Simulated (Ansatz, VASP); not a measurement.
**LiF in VASP and in Ansatz**

The input INCAR:

```
SYSTEM = LiF
PREC = Accurate ; ENCUT = 520
EDIFF = 1E-6 ; ISMEAR = -1
SIGMA = 0.02 ; LREAL = .False.
LASPH = .True. ; NELM = 60
ALGO = Normal ; ISIF = 2
LWAVE = .False. ; LCHARG = .False.
GGA = PE ; NBANDS = 12
```

File KPOINTS:

```
Automatic mesh
0
Gamma
  10 10 10
  0 0 0
```

File POSCAR:

```
LiF
1.0
    0.0000000000      2.0768609691      1.9948717406
    2.0768609691      0.0000000000      1.9948717406
    2.0768609691      2.0768609691      0.0000000000
Li F
1 1
Direct
    0.0000000000      0.0000000000      0.0000000000
    0.5000000000      0.5000000000      0.5000000000
```

Input for Ansatz:

```yaml
crystal:
  lattice:
    - [0.0, 2.0768609691, 1.9948717406]
    - [2.0768609691, 0.0, 1.9948717406]
    - [2.0768609691, 2.0768609691, 0.0]
  atoms:
    - { symbol: Li, position: [0.0, 0.0, 0.0] }
    - { symbol: F, position: [0.5, 0.5, 0.5] }
kpoints:
  mp_grid: { grid: [10, 10, 10] }
  band_path:
    path:
      - [0.0, 0.0, 0.0]
      - [0.5, 0.0, 0.5]
      - [0.625, 0.25, 0.625]
      - [0.375, 0.375, 0.75]
      - [0.5, 0.5, 0.5]
      - [0.5, 0.25, 0.75]
    npoints: 1
hamiltonian:
  xc: pbe
scf:
  occupations: { method: fermi_dirac, width: 0.02 }
  n_extra_bands: 4
output:
  forces: true
  stress: true
  eigenvalues: true
  write_density: true
  write_potential: true
  elf: true
  volumetric_format: npy
```

Change from the starting cell: biaxial_xy strain +4.1%.

Alike in both runs: task single point; functional PBE; k mesh 10 × 10 × 10; occupations fermi-dirac, width 0.02 eV; no spin polarisation.

```csv
,VASP,Ansatz
version,VASP 6.6.1,Ansatz 0.2.0
potentials or method,"VASP PAW PBE potentials, release 64 (Li_sv, F)","plane waves, PAW"
plane-wave cutoff (eV),520,420
valence electrons in the cell,10,10
```

Ansatz gave:

* gap on the k mesh at the Fermi level (eV): 8.61

Q: What did VASP give for the same quantities?

A: gap on the k mesh at the Fermi level (eV): 8.60.

With one functional, cell and mesh, what is left measures potentials, basis and numerics.

Noted on VASP's run: the cutoff is short for stress, so the pressure is rough.
